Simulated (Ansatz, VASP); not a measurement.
## Two plane-wave programs on Si5C3

```
Si C
1.0
     3.14805    0.00000    0.00000
     0.00000    3.14805    0.00000
     0.00000    0.00000    9.88913
Si C
5 3
Cartesian
  1.5740 0.0000 3.8655
  0.0000 1.5740 1.7407
  1.5740 0.0000 8.1484
  0.0000 1.5740 6.0236
  0.0000 0.0000 0.0000
  1.5740 1.5740 2.7751
  1.5740 1.5740 7.1140
  0.0000 0.0000 4.9446
```

Alike in both runs: functional PBE; k mesh 5 × 5 × 2; occupations gaussian, width 0.2 eV; no spin polarisation.

Ansatz relaxed the structure, and its values are those at the end. VASP's run is a single point on that final structure, the one shown.

```csv
,VASP,Ansatz
version,VASP 6.6.1,Ansatz 0.2.0
potentials or method,"VASP PAW PBE potentials, release 64 (Si, C), cutoff 520 eV","scalar-relativistic, plane waves, PAW"
valence electrons in the cell,32,32
```

```tsv
	VASP	Ansatz	Ansatz less VASP
gap on the k mesh at the Fermi level (eV)	none	none	-
pressure (GPa)	-0.1	0.0	+0.07
rms of the force components (eV/Å)	0.007	0.004	-0.0029
```

A gap of «none» marks a metal or a gap that the smearing closes.

The k mesh is coarse, so the values compare programs but aren't converged.
